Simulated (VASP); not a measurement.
# SiO2 (P2_13) in VASP: notebook

Runs on SiO2. Level: r2SCAN. Tasks: single point.

All numbers are computed with VASP 6.6.1; they aren't measurements. Logs are shortened: lines on timing, memory, paths and dates and some standing lists are left out, and cuts for length are marked.

**1. The cell of the first run**

The structure is cubic, space group P2_13 (No. 198). The conventional cell has a = 6.953 Å, b = 6.953 Å, c = 6.953 Å, α = 90.00°, β = 90.00°, γ = 90.00°. Si (site symmetry 3) has 4 O at 1.60 to 1.61 Å within 2.1 Å. Si (site symmetry 3) has 4 O at 1.60 to 1.61 Å within 2.1 Å. O (site symmetry 3) has 2 Si at 1.60 Å within 2.1 Å. Within 2.1 Å of O (site symmetry 1) lie 2 Si at 1.61 Å.

**2. Single point, r2SCAN (14.01 Å³/atom)**

Contents of POSCAR:

```
SiO2
1.0
    6.9530409571      0.0000000000      0.0000000000
    0.0000000000      6.9530409571      0.0000000000
    0.0000000000      0.0000000000      6.9530409571
Si O
8 16
Direct
    0.2911416832      0.2911416832      0.2911416832
    0.2088583168      0.7088583168      0.7911416832
    0.7911416832      0.2088583168      0.7088583168
    0.7088583168      0.7911416832      0.2088583168
    1.0254416447      1.0254416447      1.0254416447
    0.4745583553     -0.0254416447      0.5254416447
    0.5254416447      0.4745583553     -0.0254416447
   -0.0254416447      0.5254416447      0.4745583553
    0.1580044102      0.1580044102      0.1580044102
    0.3419955898      0.8419955898      0.6580044102
    0.6580044102      0.3419955898      0.8419955898
    0.8419955898      0.6580044102      0.3419955898
    0.6378791652      0.6718088699      0.0231615546
    0.8621208348      0.3281911301      0.5231615546
    0.1378791652      0.8281911301      0.9768384454
    0.3621208348      0.1718088699      0.4768384454
    0.0231615546      0.6378791652      0.6718088699
    0.5231615546      0.8621208348      0.3281911301
    0.9768384454      0.1378791652      0.8281911301
    0.4768384454      0.3621208348      0.1718088699
    0.6718088699      0.0231615546      0.6378791652
    0.3281911301      0.5231615546      0.8621208348
    0.8281911301      0.9768384454      0.1378791652
    0.1718088699      0.4768384454      0.3621208348
```

Contents of INCAR.step1:

```
PREC     = Accurate       # precision mode
ENCUT    = 520            # plane-wave cutoff, eV
ISMEAR   = 0              # smearing method
SIGMA    = 0.02           # smearing width, eV
LREAL    = Auto         
LASPH    = True           # aspherical terms in the spheres
NELM     = 100            # most SCF steps
NBANDS   = 82             # bands
GGA      = PE             # functional
ALGO     = Normal         # electronic algorithm
EDIFF    = 1E-4           # SCF threshold, eV
LWAVE    = True           # write WAVECAR
LCHARG   = False          # write CHGCAR
```

Contents of INCAR.step2:

```
PREC     = Accurate       # precision mode
ENCUT    = 520            # plane-wave cutoff, eV
EDIFF    = 1E-6           # SCF threshold, eV
ISMEAR   = 0              # smearing method
SIGMA    = 0.02           # smearing width, eV
LREAL    = Auto         
LASPH    = True           # aspherical terms in the spheres
NELM     = 100            # most SCF steps
ALGO     = Normal         # electronic algorithm
ISIF     = 2              # what is computed and relaxed
LWAVE    = False          # write WAVECAR
LCHARG   = False          # write CHGCAR
METAGGA  = R2SCAN         # meta-GGA
LMIXTAU  = True         
NBANDS   = 82             # bands
ISTART   = 1
```

Contents of KPOINTS:

```
Automatic mesh
0
Gamma
  4 4 4
```

Potentials or basis: VASP PAW PBE potentials, release 64 (Si, O).

The run is started by

```bash
$ cat potpaw_PBE.64/Si/POTCAR potpaw_PBE.64/O/POTCAR > POTCAR
$ cp INCAR.step1 INCAR
$ mpirun -np 1 vasp_std > vasp.out
$ cp INCAR.step2 INCAR
$ mpirun -np 1 vasp_std > vasp.out
```

OUTCAR:

```text
PREC = Accurate
   ENCUT = 520
   EDIFF = 1E-6
   ISMEAR = 0
   LREAL = Auto
   LASPH = True
   NELM = 100
   ISIF = 2
   METAGGA = R2SCAN
   ISTART = 1

 ion  position               nearest neighbor table
   1  0.291  0.291  0.291-   9 1.60  16 1.61  20 1.61  24 1.61   7 3.02   6 3.02   8 3.02
   2  0.209  0.709  0.791-  10 1.60  15 1.61  17 1.61  22 1.61   8 3.02   7 3.02   5 3.02
   3  0.791  0.209  0.709-  11 1.60  14 1.61  19 1.61  21 1.61   5 3.02   6 3.02   8 3.02
   4  0.709  0.791  0.209-  12 1.60  13 1.61  18 1.61  23 1.61   6 3.02   5 3.02   7 3.02
   5  0.025  0.025  0.025-   9 1.60  15 1.61  19 1.61  23 1.61   3 3.02   2 3.02   4 3.02
   6  0.475  0.975  0.525-  10 1.60  16 1.61  18 1.61  21 1.61   4 3.02   3 3.02   1 3.02
   7  0.525  0.475  0.975-  11 1.60  13 1.61  20 1.61  22 1.61   1 3.02   2 3.02   4 3.02
   8  0.975  0.525  0.475-  12 1.60  14 1.61  17 1.61  24 1.61   2 3.02   1 3.02   3 3.02
   9  0.158  0.158  0.158-   5 1.60   1 1.60
  10  0.342  0.842  0.658-   6 1.60   2 1.60
  11  0.658  0.342  0.842-   7 1.60   3 1.60
  12  0.842  0.658  0.342-   8 1.60   4 1.60
  13  0.638  0.672  0.023-   4 1.61   7 1.61
  14  0.862  0.328  0.523-   3 1.61   8 1.61
[... 8 lines left out ...]
  23  0.828  0.977  0.138-   4 1.61   5 1.61
  24  0.172  0.477  0.362-   1 1.61   8 1.61

  LATTYP: Found a simple cubic cell.
 ALAT       =     6.9530409571

  Lattice vectors:

 A1 = (   6.9530409571,   0.0000000000,   0.0000000000)
 A2 = (   0.0000000000,   6.9530409571,   0.0000000000)
 A3 = (   0.0000000000,   0.0000000000,   6.9530409571)

Analysis of symmetry for initial positions (statically):
=====================================================================
 Subroutine PRICEL returns:
 Original cell was already a primitive cell.

 Routine SETGRP: Setting up the symmetry group for a
 simple cubic supercell.

 Subroutine GETGRP returns: Found 12 space group operations
 (whereof  3 operations were pure point group operations)
 out of a pool of 48 trial point group operations.

The static configuration has the point symmetry C_3 .
 The point group associated with its full space group is T   .

Analysis of symmetry for dynamics (positions and initial velocities):
=====================================================================
 Subroutine PRICEL returns:
 Original cell was already a primitive cell.

 Routine SETGRP: Setting up the symmetry group for a
 simple cubic supercell.

 Subroutine GETGRP returns: Found 12 space group operations
 (whereof  3 operations were pure point group operations)
 out of a pool of 48 trial point group operations.

The dynamic configuration has the point symmetry C_3 .
 The point group associated with its full space group is T   .

 Subroutine INISYM returns: Found 12 space group operations
 (whereof  3 operations are pure point group operations),
 and found     1 'primitive' translations

----------------------------------------------------------------------------------------

                                     Primitive cell

  volume of cell :     336.1432

  direct lattice vectors                    reciprocal lattice vectors
     6.953040957  0.000000000  0.000000000     0.143821963  0.000000000  0.000000000
     0.000000000  6.953040957  0.000000000     0.000000000  0.143821963  0.000000000
     0.000000000  0.000000000  6.953040957     0.000000000  0.000000000  0.143821963

  length of vectors
     6.953040957  6.953040957  6.953040957     0.143821963  0.143821963  0.143821963

  position of ions in fractional coordinates (direct lattice)
     0.291141683  0.291141683  0.291141683
     0.208858317  0.708858317  0.791141683
     0.791141683  0.208858317  0.708858317
     0.708858317  0.791141683  0.208858317
     0.025441645  0.025441645  0.025441645
     0.474558355  0.974558355  0.525441645
[... 16 lines left out ...]
     0.828191130  0.976838445  0.137879165
     0.171808870  0.476838445  0.362120835

  ion indices of the primitive-cell ions
   primitive index   ion index
                 1           1
                 2           2
                 3           3
                 4           4
                 5           5
                 6           6
[... 16 lines left out ...]
                23          23
                24          24

----------------------------------------------------------------------------------------

 KPOINTS: Automatic mesh

Automatic generation of k-mesh.
 Grid dimensions read from file:
 generate k-points for:    4    4    4

 Generating k-lattice:

  Cartesian coordinates                     Fractional coordinates (reciprocal lattice)
     0.035955491  0.000000000  0.000000000     0.250000000  0.000000000  0.000000000
     0.000000000  0.035955491  0.000000000     0.000000000  0.250000000  0.000000000
     0.000000000  0.000000000  0.035955491     0.000000000  0.000000000  0.250000000

  Length of vectors
     0.035955491  0.035955491  0.035955491

  Shift w.r.t. Gamma in fractional coordinates (k-lattice)
     0.000000000  0.000000000  0.000000000

 Subroutine IBZKPT returns following result:
 ===========================================

 Found     11 irreducible k-points:

 Following reciprocal coordinates:
            Coordinates               Weight
  0.000000  0.000000  0.000000      1.000000
  0.250000  0.000000  0.000000      6.000000
  0.500000  0.000000  0.000000      3.000000
  0.250000  0.250000  0.000000     12.000000
  0.500000  0.250000  0.000000      6.000000
 -0.250000  0.500000  0.000000      6.000000
  0.500000  0.500000  0.000000      3.000000
  0.250000  0.250000  0.250000      8.000000
  0.500000  0.250000  0.250000     12.000000
  0.500000  0.500000  0.250000      6.000000
  0.500000  0.500000  0.500000      1.000000
   k-points           NKPTS =     11   k-points in BZ     NKDIM =     11   number of bands    NBANDS=     82
   number of dos      NEDOS =    301   number of ions     NIONS =     24
   total plane-waves  NPLWV = 157464
   dimension x,y,z NGX =    54 NGY =   54 NGZ =   54
   dimension x,y,z NGXF=   108 NGYF=  108 NGZF=  108
   ions per type =               8  16
   NGX,Y,Z   is equivalent  to a cutoff of  12.91, 12.91, 12.91 a.u.
   NGXF,Y,Z  is equivalent  to a cutoff of  25.82, 25.82, 25.82 a.u.
 SYSTEM =  unknown system
   PREC   = accura    normal or accurate (medium, high low for compatibility)
   ISTART =      1    job   : 0-new  1-cont  2-samecut
   ICHARG =      0    charge: 1-file 2-atom 10-const
   ISPIN  =      1    spin polarized calculation?
   LNONCOLLINEAR =      F non collinear calculations
   LSORBIT =      F    spin-orbit coupling
   LASPH  =      T    aspherical Exc in radial PAW
   ENCUT  =  520.0 eV  38.22 Ry    6.18 a.u.  12.93 12.93 12.93*2*pi/ulx,y,z
   NELM   =    100;   NELMIN=  2; NELMDL=  0     # of ELM steps
   EDIFF  = 0.1E-05   stopping-criterion for ELM
   LREAL  =      T    real-space projection
   EDIFFG = 0.1E-04   stopping-criterion for IOM
   NSW    =      0    number of steps for IOM
   IBRION =     -1    ionic relax: 0-MD 1-quasi-New 2-CG
   NFREE  =      0    steps in history (QN), initial steepest desc. (CG)
   ISIF   =      2    stress and relaxation
   ISYM   =      2    0-nonsym 1-usesym 2-fastsym
   POTIM  = 0.5000    time-step for ionic-motion
   TEBEG  =    0.0;   TEEND  =   0.0 temperature during run
   PSTRESS=    0.0 pullay stress
   NELECT =     128.0000    total number of electrons
   NUPDOWN=      -1.0000    fix difference up-down
   EMIN   =  10.00;   EMAX   =-10.00  energy-range for DOS
   EFERMI =   0.00;   METHOD = LEGACY
   ISMEAR =     0;   SIGMA  =   0.02  broadening in eV -4-tet -1-fermi 0-gaus
   EFERMI_NEDOS =   21; number of points for ismear=-14 and -15
   IALGO  =     38    algorithm
   IMIX   =      4    mixing-type and parameters
     AMIX     =   0.40;   BMIX     =  1.00
     AMIX_MAG =   1.60;   BMIX_MAG =  1.00
  volume/ion in A,a.u.               =      14.01        94.52
  Fermi-wavevector in a.u.,A,eV,Ry     =   1.186597  2.242344 19.157183  1.408013
  Thomas-Fermi vector in A             =   2.322767
   LORBIT       =      0    0 simple, 1 ext, 2 COOP (PROOUT), +10 PAW based schemes
   METAGGA = R2SCAN    functional components
   LHFCALC =     F    Hartree Fock is set to
   AEXX    =    0.0000 exact exchange contribution
   IVDW    =     0    specifies the selected vdW correction
   LEPSILON=     F    determine dielectric tensor
   LRPA    =     F    only Hartree local field effects (RPA)
 non-spin polarized calculation
 Gauss-broadening in eV      SIGMA  =   0.02
  energy-cutoff  :      520.00
  volume of cell :      336.14
 maximum number of plane-waves:      9104
 NGX is ok and might be reduce to    54
   NGX = 25   NGY = 25   NGZ = 25

 number of electron     128.0000000 magnetization

 Free energy of the ion-electron system (eV)
  ---------------------------------------------------
  ext. energy  EPLUGINS =         0.00000000
  ---------------------------------------------------
  free energy    TOTEN  =      -238.15676258 eV

  energy without entropy =     -238.15676258  energy(sigma->0) =     -238.15676258

 E-fermi :  -0.2223     XC(G=0):  -8.9951

 val. band max:       -0.3373424596   @ k =   0.5000   0.5000   0.5000
 cond. band min:       6.2226242003   @ k =   0.0000   0.0000   0.0000
 fundamental gap:      6.5599666599
 Fermi energy:        -0.2222628439

 k-point     1 :       0.0000    0.0000    0.0000
  band No.  band energies     occupation
      1     -20.6382      2.00000
      2     -19.7090      2.00000
      3     -19.7090      2.00000
      4     -19.7090      2.00000
      5     -19.6758      2.00000
      6     -19.6758      2.00000
[... 68 lines left out ...]
     75      10.4582      0.00000
     76      11.2041      0.00000

 k-point     2 :       0.2500    0.0000    0.0000
  band No.  band energies     occupation
      1     -20.5711      2.00000
      2     -20.0731      2.00000
      3     -19.7049      2.00000
      4     -19.6947      2.00000
      5     -19.6883      2.00000
      6     -19.6786      2.00000
[... 703 lines left out ...]
 k-point    11 :       0.5000    0.5000    0.5000
  band No.  band energies     occupation
      1     -20.1711      2.00000
      2     -20.1711      2.00000
      3     -20.1711      2.00000
      4     -20.1711      2.00000
      5     -19.1946      2.00000
      6     -19.1946      2.00000
[... 68 lines left out ...]
     75      10.1911      0.00000
     76      10.1911      0.00000
 [bands above 76 left out]

------------------------ aborting loop because EDIFF is reached ----------------------------------------

  FORCE on cell =-STRESS in cart. coord.  units (eV):
  Direction    XX          YY          ZZ          XY          YZ          ZX
  --------------------------------------------------------------------------------------
  -------------------------------------------------------------------------------------
  Total        2.6417583      2.6417583      2.6417583     -0.0000000     -0.0000000      0.0000000
  in kB       12.5915530     12.5915530     12.5915530     -0.0000000     -0.0000000      0.0000000
  external PRESSURE =      12.5915530 kB  Pullay stress =       0.0000000 kB

 VOLUME and BASIS-vectors are now :
 -----------------------------------------------------------------------------
  energy-cutoff  :      520.00
  volume of cell :      336.14
      direct lattice vectors                 reciprocal lattice vectors
     6.953040957  0.000000000  0.000000000     0.143821963  0.000000000  0.000000000
     0.000000000  6.953040957  0.000000000     0.000000000  0.143821963  0.000000000
     0.000000000  0.000000000  6.953040957     0.000000000  0.000000000  0.143821963

 POSITION                                       TOTAL-FORCE (eV/Angst)
 -----------------------------------------------------------------------------------
      2.02432      2.02432      2.02432        -0.003748     -0.003748     -0.003748
      1.45220      4.92872      5.50084         0.003748      0.003748     -0.003748
      5.50084      1.45220      4.92872        -0.003748      0.003748      0.003748
      4.92872      5.50084      1.45220         0.003748     -0.003748      0.003748
      0.17690      0.17690      0.17690         0.036163      0.036163      0.036163
      3.29962      6.77614      3.65342        -0.036163     -0.036163      0.036163
[... 16 lines left out ...]
      5.75845      6.79200      0.95868        -0.000321      0.003886     -0.003807
      1.19459      3.31548      2.51784         0.000321      0.003886      0.003807
 -----------------------------------------------------------------------------------
    total drift:                               -0.000000      0.000000      0.000000

  FREE ENERGIE OF THE ION-ELECTRON SYSTEM (eV)
  ---------------------------------------------------
  free  energy   TOTEN  =      -238.1567625760 eV

  energy  without entropy=     -238.1567625760  energy(sigma->0) =     -238.15676258
```

Wall time 16 min (1 thread of AMD EPYC 9R45 (Zen 5), shared host); peak memory 0.49 GiB.

What came out:

| Item | Value |
| --- | --- |
| Free energy | -238.1568 eV |
| Pressure | 1.3 GPa |
| Largest force | 0.063 eV/Å |
| Band gap on the k mesh | 6.56 eV (least direct gap 6.57 eV) |

Forces on the atoms (eV/Å):
```
Si  -0.004 -0.004 -0.004
Si   0.004  0.004 -0.004
Si  -0.004  0.004  0.004
Si   0.004 -0.004  0.004
Si   0.036  0.036  0.036
Si  -0.036 -0.036  0.036
Si   0.036 -0.036 -0.036
Si  -0.036  0.036 -0.036
O    0.004  0.004  0.004
O   -0.004 -0.004  0.004
O    0.004 -0.004 -0.004
O   -0.004  0.004 -0.004
O   -0.004  0.000 -0.004
O    0.004  0.000 -0.004
O   -0.004  0.000  0.004
O    0.004  0.000  0.004
O   -0.004 -0.004  0.000
O   -0.004  0.004  0.000
O    0.004 -0.004  0.000
O    0.004  0.004  0.000
O    0.000 -0.004 -0.004
O    0.000 -0.004  0.004
O    0.000  0.004 -0.004
O    0.000  0.004  0.004
```

Caveat: the PAW data sets were made with another functional, which shifts forces and pressure a little.

**3. Single point, r2SCAN (14.45 Å³/atom)**

This run uses another cell than the first one, of 14.45 Å³/atom.

Contents of POSCAR:

```
SiO2
1.0
    7.0262362408      0.0000000000      0.0000000000
    0.0000000000      7.0262362408      0.0000000000
    0.0000000000      0.0000000000      7.0262362408
Si O
8 16
Direct
    0.2865914000      0.2865914000      0.2865914000
    0.2134086000      0.7134086000      0.7865914000
    0.7865914000      0.2134086000      0.7134086000
    0.7134086000      0.7865914000      0.2134086000
    1.0234290569      1.0234290569      1.0234290569
    0.4765709431     -0.0234290569      0.5234290569
    0.5234290569      0.4765709431     -0.0234290569
   -0.0234290569      0.5234290569      0.4765709431
    0.1548055674      0.1548055674      0.1548055674
    0.3451944326      0.8451944326      0.6548055674
    0.6548055674      0.3451944326      0.8451944326
    0.8451944326      0.6548055674      0.3451944326
    0.6387553954      0.6672620237      0.0322053227
    0.8612446046      0.3327379763      0.5322053227
    0.1387553954      0.8327379763      0.9677946773
    0.3612446046      0.1672620237      0.4677946773
    0.0322053227      0.6387553954      0.6672620237
    0.5322053227      0.8612446046      0.3327379763
    0.9677946773      0.1387553954      0.8327379763
    0.4677946773      0.3612446046      0.1672620237
    0.6672620237      0.0322053227      0.6387553954
    0.3327379763      0.5322053227      0.8612446046
    0.8327379763      0.9677946773      0.1387553954
    0.1672620237      0.4677946773      0.3612446046
```

Contents of INCAR.step1:

```
SYSTEM = SiO2
PREC = Accurate
ENCUT = 520
ISMEAR = 0
SIGMA = 0.02
LREAL = Auto
LASPH = .TRUE.
NELM = 80
NBANDS = 82
GGA = PE
ALGO = Normal
EDIFF = 1E-4
LWAVE = .TRUE.
LCHARG = .FALSE.
```

Contents of INCAR.step2:

```
SYSTEM = SiO2
PREC = Accurate
ENCUT = 520
EDIFF = 1E-7
ISMEAR = 0
SIGMA = 0.02
LREAL = Auto
LASPH = .TRUE.
NELM = 80
ALGO = Normal
ISIF = 2
LWAVE = .FALSE.
LCHARG = .FALSE.
METAGGA = R2SCAN
LMIXTAU = .TRUE.
NBANDS = 82
ISTART = 1
```

Contents of KPOINTS:

```
Automatic mesh
0
G
  4 4 4
  0 0 0
```

Potentials or basis: VASP PAW PBE potentials, release 64 (Si, O).

The run is started by

```bash
$ cat potpaw_PBE.64/Si/POTCAR potpaw_PBE.64/O/POTCAR > POTCAR
$ cp INCAR.step1 INCAR
$ mpirun -np 1 vasp_std > vasp.out
$ cp INCAR.step2 INCAR
$ mpirun -np 1 vasp_std > vasp.out
```

It took 16 min on 1 thread of AMD EPYC 9R45 (Zen 5), shared host; peak memory 0.5 GiB.

It converged, with:

```
Free energy            : -238.2279 eV
Pressure               : 0.7 GPa
Largest force          : 0.050 eV/Å
Band gap on the k mesh : 6.48 eV (least direct gap 6.49 eV)
```

Forces in eV/Å, atoms in the order of the input:
```
Si   0.001  0.001  0.001
Si  -0.001 -0.001  0.001
Si   0.001 -0.001 -0.001
Si  -0.001  0.001 -0.001
Si   0.029  0.029  0.029
Si  -0.029 -0.029  0.029
Si   0.029 -0.029 -0.029
Si  -0.029  0.029 -0.029
O    0.000  0.000  0.000
O    0.000  0.000  0.000
O    0.000  0.000  0.000
O    0.000  0.000  0.000
O   -0.001 -0.001  0.002
O    0.001  0.001  0.002
O   -0.001  0.001 -0.002
O    0.001 -0.001 -0.002
O    0.002 -0.001 -0.001
O    0.002  0.001  0.001
O   -0.002 -0.001  0.001
O   -0.002  0.001 -0.001
O   -0.001  0.002 -0.001
O    0.001  0.002  0.001
O    0.001 -0.002 -0.001
O   -0.001 -0.002  0.001
```

Levels at points of the mesh, in eV from the valence-band top:
```tsv
k point	band 60	band 61	band 62	band 63	band 64	band 65	band 66	band 67	band 68	band 69
(0.00, 0.00, 0.00)	-0.35	-0.35	-0.01	-0.01	-0.01	6.48	9.57	9.57	9.57	9.80
(0.50, 0.00, 0.00)	-0.39	-0.22	-0.22	-0.20	-0.20	7.69	7.69	9.80	9.80	10.06
(0.50, 0.50, 0.00)	-0.49	-0.23	-0.23	-0.11	-0.11	8.55	8.55	8.64	8.64	9.94
(0.50, 0.50, 0.50)	-0.68	0.00	0.00	0.00	0.00	9.03	9.03	9.03	9.03	9.47
```

Caveat: the PAW data sets were made with another functional, which shifts forces and pressure a little.
